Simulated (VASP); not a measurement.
# CuSi32 (a cell with a defect) in VASP: relaxation of the atoms with PBE

Aim: the relaxation of the atoms of CuSi32 (a cell with a defect) with PBE.

Program: VASP 6.6.1. These are calculated values, not measurements. Logs are shortened: lines on timing, memory, paths and dates and some standing lists are left out, and cuts for length are marked.

## 1. The cell of the first run

The cell holds a defect, 33 atoms: a = 9.474 Å, b = 9.474 Å, c = 9.474 Å, α = 109.47°, β = 109.47°, γ = 109.47°.

## 2. Relaxation of the atoms, PBE

File INCAR:

```
PREC     = Accurate       # precision mode
ENCUT    = 520            # plane-wave cutoff, eV
EDIFF    = 1E-7           # SCF threshold, eV
ISMEAR   = -1             # smearing method
SIGMA    = 0.01           # smearing width, eV
LREAL    = Auto         
LASPH    = True           # aspherical terms in the spheres
NELM     = 120            # most SCF steps
ALGO     = Normal         # electronic algorithm
ISIF     = 2              # what is computed and relaxed
LWAVE    = False          # write WAVECAR
LCHARG   = False          # write CHGCAR
GGA      = PE             # functional
IBRION   = 2              # ionic algorithm
NSW      = 90             # ionic steps
EDIFFG   = -0.02          # ionic threshold
NELECT   = 138.0        
GGA_COMPAT= False        
NELMIN   = 4
```

File KPOINTS:

```
Automatic mesh
0
Gamma
  1 1 1
  0.25 0.25 0.25
```

File POSCAR:

```
CuSi32
1.0
   -5.4697269700      5.4697269700      5.4697269700
    5.4697269700     -5.4697269700      5.4697269700
    5.4697269700      5.4697269700     -5.4697269700
Si Cu
32 1
Direct
    0.0000000000      0.0000000000      0.2500000000
    0.0000000000      0.2500000000      0.0000000000
    0.0000000000      0.5000000000      0.7500000000
    0.0000000000      0.7500000000      0.5000000000
    0.2500000000      0.0000000000      0.0000000000
    0.2500000000      0.2500000000      0.7500000000
    0.2500000000      0.5000000000      0.5000000000
    0.2500000000      0.7500000000      0.2500000000
    0.5000000000      0.0000000000      0.7500000000
    0.5000000000      0.2500000000      0.5000000000
    0.5000000000      0.5000000000      0.2500000000
    0.5000000000      0.7500000000      0.0000000000
    0.7500000000      0.0000000000      0.5000000000
    0.7500000000      0.2500000000      0.2500000000
    0.7500000000      0.5000000000      0.0000000000
    0.7500000000      0.7500000000      0.7500000000
    0.0000000000      0.0000000000      0.5000000000
    0.0000000000      0.2500000000      0.2500000000
    0.0000000000      0.5000000000      0.0000000000
    0.0000000000      0.7500000000      0.7500000000
    0.2500000000      0.0000000000      0.2500000000
    0.2500000000      0.2500000000      0.0000000000
    0.2500000000      0.5000000000      0.7500000000
    0.2500000000      0.7500000000      0.5000000000
    0.5000000000      0.0000000000      0.0000000000
    0.5000000000      0.2500000000      0.7500000000
    0.5000000000      0.5000000000      0.5000000000
    0.5000000000      0.7500000000      0.2500000000
    0.7500000000      0.0000000000      0.7500000000
    0.7500000000      0.2500000000      0.5000000000
    0.7500000000      0.5000000000      0.2500000000
    0.7500000000      0.7500000000      0.0000000000
    0.5000000000      0.0000000000      0.5000000000
```

Potentials or basis: VASP PAW PBE potentials, release 64 (Si, Cu).

Started as:

```bash
> cat potpaw_PBE.64/Si/POTCAR potpaw_PBE.64/Cu/POTCAR > POTCAR
> mpirun -np 1 vasp_std > vasp.out
```

OUTCAR:

```text
PREC = Accurate
   ENCUT = 520
   EDIFF = 1E-7
   ISMEAR = -1
   LREAL = Auto
   LASPH = True
   NELM = 120
   ISIF = 2
   GGA = PE
   IBRION = 2
   NSW = 90
   EDIFFG = -0.02
   NELECT = 138.0
   NELMIN = 4

 ion  position               nearest neighbor table
   1  0.000  0.000  0.250-  17 2.37  18 2.37  21 2.37  32 2.37
   2  0.000  0.250  0.000-  18 2.37  19 2.37  22 2.37  29 2.37
   3  0.000  0.500  0.750-  19 2.37  20 2.37  23 2.37  30 2.37
   4  0.000  0.750  0.500-  17 2.37  20 2.37  24 2.37  31 2.37
   5  0.250  0.000  0.000-  20 2.37  21 2.37  22 2.37  25 2.37
   6  0.250  0.250  0.750-  17 2.37  22 2.37  23 2.37  26 2.37
   7  0.250  0.500  0.500-  18 2.37  23 2.37  24 2.37  27 2.37
   8  0.250  0.750  0.250-  19 2.37  21 2.37  24 2.37  28 2.37  33 2.37
   9  0.500  0.000  0.750-  24 2.37  25 2.37  26 2.37  29 2.37  33 2.37
  10  0.500  0.250  0.500-  21 2.37  26 2.37  27 2.37  30 2.37  33 2.37
  11  0.500  0.500  0.250-  22 2.37  27 2.37  28 2.37  31 2.37
  12  0.500  0.750  0.000-  23 2.37  25 2.37  28 2.37  32 2.37
  13  0.750  0.000  0.500-  17 2.37  28 2.37  29 2.37  30 2.37  33 2.37
  14  0.750  0.250  0.250-  18 2.37  25 2.37  30 2.37  31 2.37
  15  0.750  0.500  0.000-  19 2.37  26 2.37  31 2.37  32 2.37
  16  0.750  0.750  0.750-  20 2.37  27 2.37  29 2.37  32 2.37
  17  0.000  0.000  0.500-   1 2.37   4 2.37   6 2.37  13 2.37
  18  0.000  0.250  0.250-   1 2.37   2 2.37   7 2.37  14 2.37
  19  0.000  0.500  0.000-   2 2.37   3 2.37   8 2.37  15 2.37
  20  0.000  0.750  0.750-   3 2.37   4 2.37   5 2.37  16 2.37
  21  0.250  0.000  0.250-   1 2.37   5 2.37   8 2.37  10 2.37  33 2.73
  22  0.250  0.250  0.000-   2 2.37   5 2.37   6 2.37  11 2.37
  23  0.250  0.500  0.750-   3 2.37   6 2.37   7 2.37  12 2.37
  24  0.250  0.750  0.500-   4 2.37   7 2.37   8 2.37   9 2.37  33 2.73
  25  0.500  0.000  0.000-   5 2.37   9 2.37  12 2.37  14 2.37
  26  0.500  0.250  0.750-   6 2.37   9 2.37  10 2.37  15 2.37  33 2.73
  27  0.500  0.500  0.500-   7 2.37  10 2.37  11 2.37  16 2.37
  28  0.500  0.750  0.250-   8 2.37  11 2.37  12 2.37  13 2.37  33 2.73
  29  0.750  0.000  0.750-   2 2.37   9 2.37  13 2.37  16 2.37  33 2.73
  30  0.750  0.250  0.500-   3 2.37  10 2.37  13 2.37  14 2.37  33 2.73
  31  0.750  0.500  0.250-   4 2.37  11 2.37  14 2.37  15 2.37
  32  0.750  0.750  0.000-   1 2.37  12 2.37  15 2.37  16 2.37
  33  0.500  0.000  0.500-   8 2.37   9 2.37  10 2.37  13 2.37  21 2.73  24 2.73  26 2.73  28 2.73
                            29 2.73  30 2.73

  LATTYP: Found a body centered cubic cell.
 ALAT       =    10.9394539400

  Lattice vectors:

 A1 = (  -5.4697269700,   5.4697269700,   5.4697269700)
 A2 = (   5.4697269700,  -5.4697269700,   5.4697269700)
 A3 = (   5.4697269700,   5.4697269700,  -5.4697269700)

Analysis of symmetry for initial positions (statically):
=====================================================================
 Subroutine PRICEL returns:
 Original cell was already a primitive cell.

 Routine SETGRP: Setting up the symmetry group for a
 body centered cubic supercell.

 Subroutine GETGRP returns: Found 24 space group operations
 (whereof  8 operations were pure point group operations)
 out of a pool of 48 trial point group operations.

The static configuration has the point symmetry D_2d.
 The point group associated with its full space group is T_d .

Analysis of symmetry for dynamics (positions and initial velocities):
=====================================================================
 Subroutine PRICEL returns:
 Original cell was already a primitive cell.

 Routine SETGRP: Setting up the symmetry group for a
 body centered cubic supercell.

 Subroutine GETGRP returns: Found 24 space group operations
 (whereof  8 operations were pure point group operations)
 out of a pool of 48 trial point group operations.

The dynamic configuration has the point symmetry D_2d.
 The point group associated with its full space group is T_d .

 Subroutine INISYM returns: Found 24 space group operations
 (whereof  8 operations are pure point group operations),
 and found     1 'primitive' translations

----------------------------------------------------------------------------------------

                                     Primitive cell

  volume of cell :     654.5713

  direct lattice vectors                    reciprocal lattice vectors
    -5.469726970  5.469726970  5.469726970     0.000000000  0.091412241  0.091412241
     5.469726970 -5.469726970  5.469726970     0.091412241  0.000000000  0.091412241
     5.469726970  5.469726970 -5.469726970     0.091412241  0.091412241  0.000000000

[... 75 lines left out ...]

 KPOINTS: Automatic mesh

Automatic generation of k-mesh.
 Grid dimensions read from file:
 generate k-points for:    1    1    1

 Generating k-lattice:

  Cartesian coordinates                     Fractional coordinates (reciprocal lattice)
     0.000000000  0.091412241  0.091412241     1.000000000  0.000000000  0.000000000
     0.091412241  0.000000000  0.091412241     0.000000000  1.000000000  0.000000000
     0.091412241  0.091412241  0.000000000     0.000000000  0.000000000  1.000000000

  Length of vectors
     0.129276431  0.129276431  0.129276431

  Shift w.r.t. Gamma in fractional coordinates (k-lattice)
     0.250000000  0.250000000  0.250000000

 Subroutine IBZKPT returns following result:
 ===========================================

 Found      1 irreducible k-points:

 Following reciprocal coordinates:
            Coordinates               Weight
  0.250000  0.250000  0.250000      2.000000
   k-points           NKPTS =      1   k-points in BZ     NKDIM =      1   number of bands    NBANDS=     86
   number of dos      NEDOS =    301   number of ions     NIONS =     33
   total plane-waves  NPLWV = 343000
   dimension x,y,z NGX =    70 NGY =   70 NGZ =   70
   dimension x,y,z NGXF=   140 NGYF=  140 NGZF=  140
   ions per type =              32   1
   NGX,Y,Z   is equivalent  to a cutoff of  12.28, 12.28, 12.28 a.u.
   NGXF,Y,Z  is equivalent  to a cutoff of  24.57, 24.57, 24.57 a.u.
 SYSTEM =  unknown system
   PREC   = accura    normal or accurate (medium, high low for compatibility)
   ISTART =      0    job   : 0-new  1-cont  2-samecut
   ICHARG =      2    charge: 1-file 2-atom 10-const
   ISPIN  =      1    spin polarized calculation?
   LNONCOLLINEAR =      F non collinear calculations
   LSORBIT =      F    spin-orbit coupling
   LASPH  =      T    aspherical Exc in radial PAW
   ENCUT  =  520.0 eV  38.22 Ry    6.18 a.u.  17.62 17.62 17.62*2*pi/ulx,y,z
   NELM   =    120;   NELMIN=  4; NELMDL= -5     # of ELM steps
   EDIFF  = 0.1E-06   stopping-criterion for ELM
   LREAL  =      T    real-space projection
   EDIFFG = -.2E-01   stopping-criterion for IOM
   NSW    =     90    number of steps for IOM
   IBRION =      2    ionic relax: 0-MD 1-quasi-New 2-CG
   NFREE  =      1    steps in history (QN), initial steepest desc. (CG)
   ISIF   =      2    stress and relaxation
   ISYM   =      2    0-nonsym 1-usesym 2-fastsym
   POTIM  = 0.5000    time-step for ionic-motion
   TEBEG  =    0.0;   TEEND  =   0.0 temperature during run
   PSTRESS=    0.0 pullay stress
   NELECT =     138.0000    total number of electrons
   NUPDOWN=      -1.0000    fix difference up-down
   EMIN   =  10.00;   EMAX   =-10.00  energy-range for DOS
   EFERMI =   0.00;   METHOD = LEGACY
   ISMEAR =    -1;   SIGMA  =   0.01  broadening in eV -4-tet -1-fermi 0-gaus
   EFERMI_NEDOS =   21; number of points for ismear=-14 and -15
   IALGO  =     38    algorithm
   IMIX   =      4    mixing-type and parameters
     AMIX     =   0.40;   BMIX     =  1.00
     AMIX_MAG =   1.60;   BMIX_MAG =  1.00
  volume/ion in A,a.u.               =      19.84       133.86
  Fermi-wavevector in a.u.,A,eV,Ry     =   0.974351  1.841257 12.916832  0.949360
  Thomas-Fermi vector in A             =   2.104804
   LORBIT       =      0    0 simple, 1 ext, 2 COOP (PROOUT), +10 PAW based schemes
   GGA     = PE    functional components
   LHFCALC =     F    Hartree Fock is set to
   AEXX    =    0.0000 exact exchange contribution
   IVDW    =     0    specifies the selected vdW correction
   LEPSILON=     F    determine dielectric tensor
   LRPA    =     F    only Hartree local field effects (RPA)
 conjugate gradient relaxation of ions
 non-spin polarized calculation
  energy-cutoff  :      520.00
  volume of cell :      654.57
 maximum number of plane-waves:     17604
 NGX is ok and might be reduce to    70
   NGX = 35   NGY = 35   NGZ = 35

--------------------------------------- Ionic step        1  -------------------------------------------

 number of electron     138.0000022 magnetization

 Free energy of the ion-electron system (eV)
  ---------------------------------------------------
  ext. energy  EPLUGINS =         0.00000000
  ---------------------------------------------------
  free energy    TOTEN  =      -179.42130881 eV

  energy without entropy =     -179.42130881  energy(sigma->0) =     -179.42130881

------------------------ aborting loop because EDIFF is reached ----------------------------------------

  FORCE on cell =-STRESS in cart. coord.  units (eV):
  Direction    XX          YY          ZZ          XY          YZ          ZX
  --------------------------------------------------------------------------------------
  -------------------------------------------------------------------------------------
  Total       -4.6688926     -4.6688926     -4.6688926      0.0000000      0.0000000      0.0000000
  in kB      -11.4279289    -11.4279289    -11.4279289      0.0000000      0.0000000      0.0000000
  external PRESSURE =     -11.4279289 kB  Pullay stress =       0.0000000 kB
[... 523 lines left out ...]
--------------------------------------- Ionic step        9  -------------------------------------------

 number of electron     138.0000020 magnetization

 Free energy of the ion-electron system (eV)
  ---------------------------------------------------
  ext. energy  EPLUGINS =         0.00000000
  ---------------------------------------------------
  free energy    TOTEN  =      -179.56604320 eV

  energy without entropy =     -179.56604320  energy(sigma->0) =     -179.56604320

 E-fermi :   5.5109     XC(G=0):  -9.4079

 val. band max:        5.2304416860   @ k =   0.2500   0.2500   0.2500
 cond. band min:       6.5020300540   @ k =   0.2500   0.2500   0.2500
 fundamental gap:      1.2715883680
 Fermi energy:         5.5109412079

 k-point     1 :       0.2500    0.2500    0.2500
  band No.  band energies     occupation
      1      -5.5204      2.00000
      2      -5.1997      2.00000
      3      -5.1997      2.00000
      4      -5.1997      2.00000
      5      -3.5679      2.00000
      6      -3.5017      2.00000
[... 73 lines left out ...]
     80       7.4101      0.00000
     81       7.4101      0.00000
 [bands above 81 left out]

------------------------ aborting loop because EDIFF is reached ----------------------------------------

  FORCE on cell =-STRESS in cart. coord.  units (eV):
  Direction    XX          YY          ZZ          XY          YZ          ZX
  --------------------------------------------------------------------------------------
  -------------------------------------------------------------------------------------
  Total       -5.6292027     -5.6292027     -5.6292027      0.0000000     -0.0000000     -0.0000000
  in kB      -13.7784554    -13.7784554    -13.7784554      0.0000000     -0.0000000     -0.0000000
  external PRESSURE =     -13.7784554 kB  Pullay stress =       0.0000000 kB
[... 48 lines left out ...]
  FREE ENERGIE OF THE ION-ELECTRON SYSTEM (eV)
  ---------------------------------------------------
  free  energy   TOTEN  =      -179.5660432041 eV

  energy  without entropy=     -179.5660432041  energy(sigma->0) =     -179.56604320

 reached required accuracy - stopping structural energy minimisation
```

Run time: 29 min. Hardware: 1 thread of Intel Xeon 8259CL, shared host; peak memory 0.8 GiB.

Results:

```
Free energy                  : -179.5660 eV
Energy gained by relaxing    : 4.4 meV/atom
Ionic steps                  : 9
Largest force after relaxing : 0.006 eV/Å
```

Forces in eV/Å, atoms in the order of the input:
```
Si   0.000  0.002  0.000
Si   0.000 -0.002  0.000
Si   0.000  0.000 -0.002
Si   0.000  0.000  0.002
Si   0.000  0.002  0.000
Si  -0.002  0.000  0.000
Si   0.000  0.000  0.002
Si  -0.004 -0.004 -0.004
Si   0.004  0.004 -0.004
Si   0.004 -0.004  0.004
Si   0.002  0.000  0.000
Si   0.002  0.000  0.000
Si  -0.004  0.004  0.004
Si   0.000  0.000 -0.002
Si  -0.002  0.000  0.000
Si   0.000 -0.002  0.000
Si   0.001 -0.001 -0.001
Si   0.000  0.000  0.000
Si   0.001  0.001  0.001
Si   0.000  0.000  0.000
Si   0.000 -0.002  0.000
Si   0.000  0.000  0.000
Si   0.000  0.000  0.000
Si   0.000  0.000 -0.002
Si  -0.001 -0.001  0.001
Si   0.002  0.000  0.000
Si  -0.001  0.001 -0.001
Si  -0.002  0.000  0.000
Si   0.000  0.002  0.000
Si   0.000  0.000  0.002
Si   0.000  0.000  0.000
Si   0.000  0.000  0.000
Cu   0.000  0.000  0.000
```

The path:
```
step  energy change (eV)  largest force (eV/Å)  pressure (GPa)
   1              0.0000                0.9068           -1.14
   2             -0.1090                0.3470           -1.31
   3             -0.1119                0.3858           -1.33
   4             -0.1350                0.1263           -1.35
   5             -0.1386                0.1022           -1.36
   6             -0.1433                0.0281           -1.37
   7             -0.1436                0.0362           -1.37
   8             -0.1443                0.0214           -1.38
   9             -0.1447                0.0064           -1.38
```

Final structure:
```
CELL_PARAMETERS angstrom
-5.46973 5.46973 5.46973
5.46973 -5.46973 5.46973
5.46973 5.46973 -5.46973
ATOMIC_POSITIONS crystal
Si 0.99947 0.00000 0.24945
Si 0.00053 0.24998 0.00053
Si 0.00053 0.50053 0.74998
Si 0.99947 0.74945 0.50000
Si 0.24945 0.00000 0.99947
Si 0.25002 0.25055 0.75055
Si 0.24945 0.49947 0.50000
Si 0.24292 0.74292 0.24292
Si 0.50000 0.00000 0.75708
Si 0.50000 0.25708 0.50000
Si 0.50000 0.49947 0.24945
Si 0.50000 0.74945 0.99947
Si 0.75708 0.00000 0.50000
Si 0.75055 0.25055 0.25002
Si 0.74998 0.50053 0.00053
Si 0.75055 0.75002 0.75055
Si 0.00545 0.00000 0.50000
Si 0.00000 0.25000 0.25000
Si 0.99455 0.49455 0.99455
Si 0.00000 0.75000 0.75000
Si 0.24879 0.00000 0.24879
Si 0.25000 0.25000 0.00000
Si 0.25000 0.50000 0.75000
Si 0.24879 0.74879 0.50000
Si 0.50000 0.00000 0.00545
Si 0.50000 0.25121 0.75121
Si 0.50000 0.50545 0.50000
Si 0.50000 0.74879 0.24879
Si 0.75121 0.00000 0.75121
Si 0.75121 0.25121 0.50000
Si 0.75000 0.50000 0.25000
Si 0.75000 0.75000 0.00000
Cu 0.50000 0.00000 0.50000
```

Levels at points of the mesh, in eV from the Fermi level:
```tsv
k point	band 66	band 67	band 68	band 69	band 70	band 71	band 72	band 73
(0.25, 0.25, 0.25)	-0.39	-0.39	-0.28	-0.28	0.99	1.71	1.71	1.71
```

Caveat: the k points lie up to 0.81 Å⁻¹ apart, too coarse for converged energies, forces and pressures; the cell carries a net charge on a neutralising background, which shifts energy and pressure; the cell is charged against a uniform background, so pressure and absolute levels hang on convention.
